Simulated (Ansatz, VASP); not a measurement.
# One calculation of WC, two programs

```
W C
1.0
     2.91500    0.00000    0.00000
    -1.45750    2.52446    0.00000
     0.00000    0.00000    2.83505
W C
1 1
Direct
  0.00000 0.00000 0.00000
  0.66667 0.33333 0.50000
```

Alike in both runs: task relaxation of cell and atoms; functional r2SCAN; k mesh 21 × 21 × 20; occupations gaussian, width 0.1 eV; no spin polarisation.

|  | VASP | Ansatz |
| --- | --- | --- |
| version | VASP 6.6.1 | Ansatz 0.2.0 |
| potentials or method | VASP PAW PBE potentials, release 64 (W_sv, C), cutoff 600 eV | scalar-relativistic, plane waves, PAW |
| valence electrons in the cell | 18 | 18 |

```csv
,VASP,Ansatz,Ansatz less VASP
"gap on the k mesh at the Fermi level, each at its own relaxed structure (eV)",none,none,-
relaxed volume (Å³/atom),10.46,10.42,-0.041
relaxed length of the cell vector where the two differ most in proportion (Å),2.840,2.836,-0.0037
```

VASP's potentials were made for PBE, not for r2SCAN. A gap of «none» marks a metal or a gap that the smearing closes.

Neither program's run includes spin-orbit coupling.
